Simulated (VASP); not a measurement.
SnSe2, 3 atoms in the cell. Symmetry: P-6m2, No. 187, hexagonal system. Conventional cell: a = 3.112 Å, b = 3.112 Å, c = 6.193 Å, α = 90.00°, β = 90.00°, γ = 120.00°. Sn (site symmetry -6m2) has 6 Se at 2.35 Å and 6 Sn at 3.11 Å within 3.2 Å. Se (site symmetry 3m) has 3 Sn at 2.35 Å and 8 Se at 3.04 to 3.15 Å within 3.2 Å. 

| Property | Result |
| --- | --- |
| Program | VASP 6.6.1 |
| Task | single point |
| Functional | PBE |
| Dispersion | D3(BJ) |
| Potentials or basis | VASP PAW PBE potentials, release 64 (Sn_d, Se) |
| Cutoff | 520 eV |
| k mesh | 6 × 6 × 4 |
| Occupations | gaussian, width 0.1 eV |
| Spin | no spin polarisation |
| Dipole correction | no |
| Further INCAR settings | ALGO = Normal; EDIFF = 1e-06; NBANDS = 20 |

Potentials or basis: VASP PAW PBE potentials, release 64 (Sn_d, Se).

Command:

```sh
$ cat potpaw_PBE.64/Sn_d/POTCAR potpaw_PBE.64/Se/POTCAR > POTCAR
$ mpirun -np 1 vasp_std > vasp.out
```

Hardware: 1 thread of Intel Xeon 8259CL, on a shared host.

How long does it take, and how much memory?

It took 37 s on 1 thread of Intel Xeon 8259CL, with other jobs on the host, peak memory 0.16 GiB. Counts: scf iterations 13, k points 21.
